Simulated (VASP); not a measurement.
Here is a VASP 6.6.1 calculation.

File INCAR:

```
SYSTEM = ZnO
  PREC = Accurate
  ENCUT = 600
  EDIFF = 1E-8
  ISMEAR = 0
  SIGMA = 0.01
  LREAL = .FALSE.
  LASPH = .TRUE.
  NELM = 80
  ALGO = Normal
  ISIF = 3
  LWAVE = .FALSE.
  LCHARG = .FALSE.
  IBRION = 6
  NFREE = 2
  POTIM = 0.015
  NSW = 1
```

KPOINTS

```
Automatic mesh
0
G
  8 8 4
  0 0 0
```

The input POSCAR:

```
ZnO
1.0
    3.1871437907      0.0000000000      0.0000000000
   -1.5935718953      2.7601474882      0.0000000000
    0.0000000000      0.0000000000      5.1524394267
Zn O
2 2
Direct
    0.3333333333      0.6666666667      0.5002837912
    0.6666666667      0.3333333333      0.0002837912
    0.6666666667      0.3333333333      0.3787262088
    0.3333333333      0.6666666667      0.8787262088
```

Potentials or basis: VASP PAW LDA potentials, release 64 (Zn, O).

Command:

```console
$ cat potpaw_LDA.64/Zn/POTCAR potpaw_LDA.64/O/POTCAR > POTCAR
$ mpirun -np 1 vasp_std > vasp.out
```

(1) What does it give for the Voigt bulk modulus?

(2) Predict the highest phonon frequency at Γ, LO-TO splitting left out.

Results:

(1) 165 GPa.

(2) 561 cm⁻¹.

Caveat: the cell is under stress, which shifts elastic constants.
